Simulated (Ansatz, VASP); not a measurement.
**Two plane-wave programs on Pd**

POSCAR

```
Pd
1.0
    0.0000000000      1.9465000000      1.9465000000
    1.9465000000      0.0000000000      1.9465000000
    1.9465000000      1.9465000000      0.0000000000
Pd
1
Direct
    0.0000000000      0.0000000000      0.0000000000
```

File INCAR.step1:

```
SYSTEM = Pd
ALGO = Normal ; EDIFF = 1E-5
ENCUT = 690 ; GGA = PE
GGA_COMPAT = .False. ; ISMEAR = -1
LASPH = .True. ; LCHARG = .False.
LREAL = .False. ; LWAVE = .True.
NBANDS = 15 ; NELM = 120
PREC = Accurate ; SIGMA = 0.05
```

INCAR.step2

```
SYSTEM = Pd
ALGO = Normal ; EDIFF = 1E-6
ENCUT = 690 ; GGA_COMPAT = .False.
ISIF = 2 ; ISMEAR = -1
ISTART = 1 ; LASPH = .True.
LCHARG = .False. ; LMIXTAU = .True.
LREAL = .False. ; LWAVE = .False.
METAGGA = R2SCAN ; NBANDS = 15
NELM = 120 ; PREC = Accurate
SIGMA = 0.05
```

File KPOINTS:

```
k-points
0
Gamma
  7 7 7
  0 0 0
```

Contents of input.yaml:

```yaml
crystal:
  lattice:
    - [0.0, 1.9465, 1.9465]
    - [1.9465, 0.0, 1.9465]
    - [1.9465, 1.9465, 0.0]
  atoms:
    - { symbol: Pd, position: [0.0, 0.0, 0.0] }
hamiltonian:
  xc: r2scan
  pseudopotentials: { kind: paw }
kpoints:
  mp_grid: { grid: [7, 7, 7] }
scf:
  occupations: { method: fermi_dirac, width: 0.05 }
  n_extra_bands: 6
output:
  forces: true
  stress: true
  eigenvalues: true
  dos: { projected: true, de: 0.05, nscf_kmesh: { grid: [11, 11, 11] } }
  write_density: true
  write_potential: true
  elf: true
  volumetric_format: npy
```

Alike in both runs: functional r2SCAN; k mesh 7 × 7 × 7; occupations fermi-dirac, width 0.05 eV; no spin polarisation.

```csv
,VASP,Ansatz
version,VASP 6.6.1,Ansatz 0.2.0
potentials or method,"VASP PAW PBE potentials, release 64 (Pd_sv_GW)",Ansatz PAW
plane-wave cutoff (eV),690,500
valence electrons in the cell,18,18
task,single point,projected density of states
```

VASP gave:

```
gap on the k mesh at the Fermi level (eV) : none
pressure (GPa)                            : 2.9
```

Problem. Estimate Ansatz's values.

Solution. gap on the k mesh at the Fermi level (eV): none; pressure (GPa): 2.8.

VASP's potentials were made for PBE, not for r2SCAN. A gap of «none» marks a metal or a gap that the smearing closes.

The k mesh is coarse, so the values compare programs but aren't converged.
